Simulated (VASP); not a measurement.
# HfW (P4/nmm) in VASP: single point with PBE

Aim: the single point of HfW with PBE.

Everything below comes from runs of VASP 6.6.1. Logs are shortened: lines on timing, memory, paths and dates and some standing lists are left out, and cuts for length are marked.

## Step 1: The cell of the first run

It takes space group P4/nmm (No. 129, tetragonal). The conventional cell has a = 3.886 Å, b = 3.886 Å, c = 4.910 Å, α = 90.00°, β = 90.00°, γ = 90.00°. Within 3.0 Å of Hf (site symmetry 4mm) lie 4 W at 2.26 Å. W (site symmetry -4m2) has 4 Hf at 2.26 Å and 4 W at 2.75 Å within 3.0 Å.

## Step 2: Single point, PBE

The input, INCAR:

```
SYSTEM = HfW
PREC     = Accurate       ! precision mode
ENCUT    = 520            ! plane-wave cutoff, eV
EDIFF    = 1E-6           ! SCF threshold, eV
ISMEAR   = 0              ! smearing method
SIGMA    = 0.1            ! smearing width, eV
LREAL    = .FALSE.        ! projectors in reciprocal space
LASPH    = .TRUE.         ! aspherical terms in the spheres
NELM     = 60             ! most SCF steps
ALGO     = Normal         ! electronic algorithm
ISIF     = 2              ! what is computed and relaxed
LWAVE    = .FALSE.        ! write WAVECAR
LCHARG   = .FALSE.        ! write CHGCAR
GGA      = PE             ! functional
NBANDS   = 32             ! bands
```

The input, KPOINTS:

```
regular mesh
0
G
  6 6 4
  0 0 0
```

The input, POSCAR:

```
HfW
1.0
    3.8857387682      0.0000000000      0.0000000000
    0.0000000000      3.8857387682      0.0000000000
    0.0000000000      0.0000000000      4.9099688240
Hf W
2 2
Direct
    0.0000000000      0.5000000000      0.2351000000
    0.5000000000      0.0000000000      0.7649000000
    0.0000000000      0.0000000000      0.0000000000
    0.5000000000      0.5000000000      0.0000000000
```

Potentials or basis: VASP PAW PBE potentials, release 64 (Hf_pv, W_sv).

The run is started by

```bash
> cat potpaw_PBE.64/Hf_pv/POTCAR potpaw_PBE.64/W_sv/POTCAR > POTCAR
> mpirun -np 1 vasp_std > vasp.out
```

OUTCAR:

```text
SYSTEM = HfW
   PREC = Accurate
   ENCUT = 520
   EDIFF = 1E-6
   ISMEAR = 0
   LREAL = .FALSE.
   LASPH = .TRUE.
   NELM = 60
   ISIF = 2
   GGA = PE

 ion  position               nearest neighbor table
   1  0.000  0.500  0.235-   3 2.26   4 2.26   3 2.26   4 2.26   2 3.59   2 3.59   2 3.59   2 3.59
                             2 3.78   2 3.78   2 3.78   2 3.78
   2  0.500  0.000  0.765-   3 2.26   4 2.26   4 2.26   3 2.26   1 3.59   1 3.59   1 3.59   1 3.59
                             1 3.78   1 3.78   1 3.78   1 3.78
   3  0.000  0.000  0.000-   1 2.26   2 2.26   1 2.26   2 2.26   4 2.75   4 2.75   4 2.75   4 2.75

   4  0.500  0.500  0.000-   1 2.26   2 2.26   2 2.26   1 2.26   3 2.75   3 2.75   3 2.75   3 2.75

  LATTYP: Found a simple tetragonal cell.
 ALAT       =     3.8857387682
 C/A-ratio  =     1.2635869565

  Lattice vectors:

 A1 = (   3.8857387682,   0.0000000000,   0.0000000000)
 A2 = (   0.0000000000,   3.8857387682,   0.0000000000)
 A3 = (   0.0000000000,   0.0000000000,   4.9099688240)

Analysis of symmetry for initial positions (statically):
=====================================================================
 Subroutine PRICEL returns:
 Original cell was already a primitive cell.

 Routine SETGRP: Setting up the symmetry group for a
 simple tetragonal supercell.

 Subroutine GETGRP returns: Found 16 space group operations
 (whereof  8 operations were pure point group operations)
 out of a pool of 16 trial point group operations.

The static configuration has the point symmetry D_2d.
 The point group associated with its full space group is D_4h.

Analysis of symmetry for dynamics (positions and initial velocities):
=====================================================================
 Subroutine PRICEL returns:
 Original cell was already a primitive cell.

 Routine SETGRP: Setting up the symmetry group for a
 simple tetragonal supercell.

 Subroutine GETGRP returns: Found 16 space group operations
 (whereof  8 operations were pure point group operations)
 out of a pool of 16 trial point group operations.

The dynamic configuration has the point symmetry D_2d.
 The point group associated with its full space group is D_4h.

 Subroutine INISYM returns: Found 16 space group operations
 (whereof  8 operations are pure point group operations),
 and found     1 'primitive' translations

----------------------------------------------------------------------------------------

                                     Primitive cell

  volume of cell :      74.1355

  direct lattice vectors                    reciprocal lattice vectors
     3.885738768  0.000000000  0.000000000     0.257351320  0.000000000  0.000000000
     0.000000000  3.885738768  0.000000000     0.000000000  0.257351320  0.000000000
     0.000000000  0.000000000  4.909968824     0.000000000  0.000000000  0.203667281

  length of vectors
     3.885738768  3.885738768  4.909968824     0.257351320  0.257351320  0.203667281

  position of ions in fractional coordinates (direct lattice)
     0.000000000  0.500000000  0.235100000
     0.500000000  0.000000000  0.764900000
     0.000000000  0.000000000  0.000000000
     0.500000000  0.500000000  0.000000000

  ion indices of the primitive-cell ions
   primitive index   ion index
                 1           1
                 2           2
                 3           3
                 4           4

----------------------------------------------------------------------------------------

 KPOINTS: regular mesh

Automatic generation of k-mesh.
 Grid dimensions read from file:
 generate k-points for:    6    6    4

 Generating k-lattice:

  Cartesian coordinates                     Fractional coordinates (reciprocal lattice)
     0.042891887  0.000000000  0.000000000     0.166666667  0.000000000  0.000000000
     0.000000000  0.042891887  0.000000000     0.000000000  0.166666667  0.000000000
     0.000000000  0.000000000  0.050916820     0.000000000  0.000000000  0.250000000

  Length of vectors
     0.042891887  0.042891887  0.050916820

  Shift w.r.t. Gamma in fractional coordinates (k-lattice)
     0.000000000  0.000000000  0.000000000

 Subroutine IBZKPT returns following result:
 ===========================================

 Found     30 irreducible k-points:

 Following reciprocal coordinates:
            Coordinates               Weight
  0.000000  0.000000  0.000000      1.000000
  0.166667  0.000000  0.000000      4.000000
  0.333333  0.000000  0.000000      4.000000
  0.500000  0.000000  0.000000      2.000000
  0.166667  0.166667  0.000000      4.000000
  0.333333  0.166667  0.000000      8.000000
[... 16 lines left out ...]
  0.333333  0.000000  0.500000      4.000000
  0.500000  0.000000  0.500000      2.000000
 [... further k-points ...]
   k-points           NKPTS =     30   k-points in BZ     NKDIM =     30   number of bands    NBANDS=     32
   number of dos      NEDOS =    301   number of ions     NIONS =      4
   total plane-waves  NPLWV =  36000
   dimension x,y,z NGX =    30 NGY =   30 NGZ =   40
   dimension x,y,z NGXF=    60 NGYF=   60 NGZF=   80
   ions per type =               2   2
   NGX,Y,Z   is equivalent  to a cutoff of  12.84, 12.84, 13.54 a.u.
   NGXF,Y,Z  is equivalent  to a cutoff of  25.67, 25.67, 27.09 a.u.
 SYSTEM =  HfW
   PREC   = accura    normal or accurate (medium, high low for compatibility)
   ISTART =      0    job   : 0-new  1-cont  2-samecut
   ICHARG =      2    charge: 1-file 2-atom 10-const
   ISPIN  =      1    spin polarized calculation?
   LNONCOLLINEAR =      F non collinear calculations
   LSORBIT =      F    spin-orbit coupling
   LASPH  =      T    aspherical Exc in radial PAW
   ENCUT  =  520.0 eV  38.22 Ry    6.18 a.u.   7.22  7.22  9.13*2*pi/ulx,y,z
   NELM   =     60;   NELMIN=  2; NELMDL= -5     # of ELM steps
   EDIFF  = 0.1E-05   stopping-criterion for ELM
   LREAL  =      F    real-space projection
   EDIFFG = 0.1E-04   stopping-criterion for IOM
   NSW    =      0    number of steps for IOM
   IBRION =     -1    ionic relax: 0-MD 1-quasi-New 2-CG
   NFREE  =      0    steps in history (QN), initial steepest desc. (CG)
   ISIF   =      2    stress and relaxation
   ISYM   =      2    0-nonsym 1-usesym 2-fastsym
   POTIM  = 0.5000    time-step for ionic-motion
   TEBEG  =    0.0;   TEEND  =   0.0 temperature during run
   PSTRESS=    0.0 pullay stress
   NELECT =      48.0000    total number of electrons
   NUPDOWN=      -1.0000    fix difference up-down
   EMIN   =  10.00;   EMAX   =-10.00  energy-range for DOS
   EFERMI =   0.00;   METHOD = LEGACY
   ISMEAR =     0;   SIGMA  =   0.10  broadening in eV -4-tet -1-fermi 0-gaus
   EFERMI_NEDOS =   21; number of points for ismear=-14 and -15
   IALGO  =     38    algorithm
   IMIX   =      4    mixing-type and parameters
     AMIX     =   0.40;   BMIX     =  1.00
     AMIX_MAG =   1.60;   BMIX_MAG =  1.00
  volume/ion in A,a.u.               =      18.53       125.07
  Fermi-wavevector in a.u.,A,eV,Ry     =   1.416272  2.676366 27.290916  2.005826
  Thomas-Fermi vector in A             =   2.537624
   LORBIT       =      0    0 simple, 1 ext, 2 COOP (PROOUT), +10 PAW based schemes
   GGA     = PE    functional components
   LHFCALC =     F    Hartree Fock is set to
   AEXX    =    0.0000 exact exchange contribution
   IVDW    =     0    specifies the selected vdW correction
   LEPSILON=     F    determine dielectric tensor
   LRPA    =     F    only Hartree local field effects (RPA)
 non-spin polarized calculation
 Gauss-broadening in eV      SIGMA  =   0.10
  energy-cutoff  :      520.00
  volume of cell :       74.14
 maximum number of plane-waves:      2024
 NGX is ok and might be reduce to    30
   NGX = 15   NGY = 15   NGZ = 19

 number of electron      48.0000013 magnetization

 Free energy of the ion-electron system (eV)
  ---------------------------------------------------
  ext. energy  EPLUGINS =         0.00000000
  ---------------------------------------------------
  free energy    TOTEN  =       -29.30357051 eV

  energy without entropy =      -29.27613734  energy(sigma->0) =      -29.28985393

 E-fermi :   6.9778     XC(G=0): -11.8286

 val. band max:        6.9332738118   @ k =   0.3333   0.0000   0.0000
 cond. band min:       6.9885659101   @ k =   0.3333   0.0000   0.0000
 fundamental gap:      0.0552920983
 Fermi energy:         6.9777637759

 k-point     1 :       0.0000    0.0000    0.0000
  band No.  band energies     occupation
      1     -65.7740      2.00000
      2     -65.6612      2.00000
      3     -31.3572      2.00000
      4     -31.3572      2.00000
      5     -30.4259      2.00000
      6     -30.2808      2.00000
[... 24 lines left out ...]
     31      11.7411      0.00000
     32      12.8454      0.00000

 k-point     2 :       0.1667    0.0000    0.0000
  band No.  band energies     occupation
      1     -65.7685      2.00000
      2     -65.6708      2.00000
      3     -31.2895      2.00000
      4     -31.2579      2.00000
      5     -30.4386      2.00000
      6     -30.3754      2.00000
[... 24 lines left out ...]
     31      11.8125      0.00000
     32      11.8520      0.00000

 k-point     3 :       0.3333    0.0000    0.0000
  band No.  band energies     occupation
      1     -65.7519      2.00000
      2     -65.6955      2.00000
      3     -31.1014      2.00000
      4     -30.9924      2.00000
      5     -30.5637      2.00000
      6     -30.4715      2.00000
[... 24 lines left out ...]
     31      11.9549      0.00000
     32      12.0491      0.00000

 k-point     4 :       0.5000    0.0000    0.0000
  band No.  band energies     occupation
      1     -65.7257      2.00000
      2     -65.7257      2.00000
      3     -30.8370      2.00000
      4     -30.8370      2.00000
      5     -30.6564      2.00000
      6     -30.6564      2.00000
[... 654 lines left out ...]
     31      11.1039      0.00000
     32      12.4126      0.00000

 k-point    23 :       0.3333    0.0000    0.5000
  band No.  band energies     occupation
      1     -65.7519      2.00000
      2     -65.6955      2.00000
      3     -31.1007      2.00000
      4     -30.9940      2.00000
      5     -30.5635      2.00000
      6     -30.4715      2.00000
[... 24 lines left out ...]
     31      11.9143      0.00000
     32      12.0200      0.00000

 k-point    24 :       0.5000    0.0000    0.5000
  band No.  band energies     occupation
      1     -65.7257      2.00000
      2     -65.7257      2.00000
      3     -30.8366      2.00000
      4     -30.8366      2.00000
      5     -30.6580      2.00000
      6     -30.6580      2.00000
[... 24 lines left out ...]
     31      11.7956      0.00000
     32      11.7956      0.00000

 [... further k-points ...]

------------------------ aborting loop because EDIFF is reached ----------------------------------------

  FORCE on cell =-STRESS in cart. coord.  units (eV):
  Direction    XX          YY          ZZ          XY          YZ          ZX
  --------------------------------------------------------------------------------------
  -------------------------------------------------------------------------------------
  Total       47.0383530     47.0383530     31.6059766      0.0000000      0.0000000      0.0000000
  in kB     1016.5687481   1016.5687481    683.0521469      0.0000000      0.0000000      0.0000000
  external PRESSURE =     905.3965477 kB  Pullay stress =       0.0000000 kB

 VOLUME and BASIS-vectors are now :
 -----------------------------------------------------------------------------
  energy-cutoff  :      520.00
  volume of cell :       74.14
      direct lattice vectors                 reciprocal lattice vectors
     3.885738768  0.000000000  0.000000000     0.257351320  0.000000000  0.000000000
     0.000000000  3.885738768  0.000000000     0.000000000  0.257351320  0.000000000
     0.000000000  0.000000000  4.909968824     0.000000000  0.000000000  0.203667281

 POSITION                                       TOTAL-FORCE (eV/Angst)
 -----------------------------------------------------------------------------------
      0.00000      1.94287      1.15433         0.000000     -0.000000     15.471965
      1.94287      0.00000      3.75564        -0.000000      0.000000    -15.471965
      0.00000      0.00000      0.00000         0.000000      0.000000      0.000000
      1.94287      1.94287      0.00000         0.000000     -0.000000      0.000000
 -----------------------------------------------------------------------------------
    total drift:                                0.000000      0.000000     -0.000000

  FREE ENERGIE OF THE ION-ELECTRON SYSTEM (eV)
  ---------------------------------------------------
  free  energy   TOTEN  =       -29.3035705117 eV

  energy  without entropy=      -29.2761373400  energy(sigma->0) =      -29.28985393
```

Wall time 31 s (1 thread of Intel Xeon 6975P-C (Granite Rapids), shared host); peak memory 0.21 GiB.

What came out:

| Item | Value |
| --- | --- |
| Free energy | -29.3036 eV |
| Pressure | 90.5 GPa |
| Largest force | 15.472 eV/Å |
| Band gap on the k mesh | zero (bands 24 and 25 overlap by 2.03 eV) |

Forces on the atoms (eV/Å):
```
Hf    0.000   0.000  15.472
Hf    0.000   0.000 -15.472
W     0.000   0.000   0.000
W     0.000   0.000   0.000
```

Caveat: the stress differs along the axes, from 68 to 102 GPa; spin-orbit coupling is left out, which moves the levels of the heavy elements; forces of over 1 eV/Å act on the atoms, so gaps and moduli don't describe the material at rest.

The gap in the log of VASP goes by the Fermi energy; the results here count the filled bands.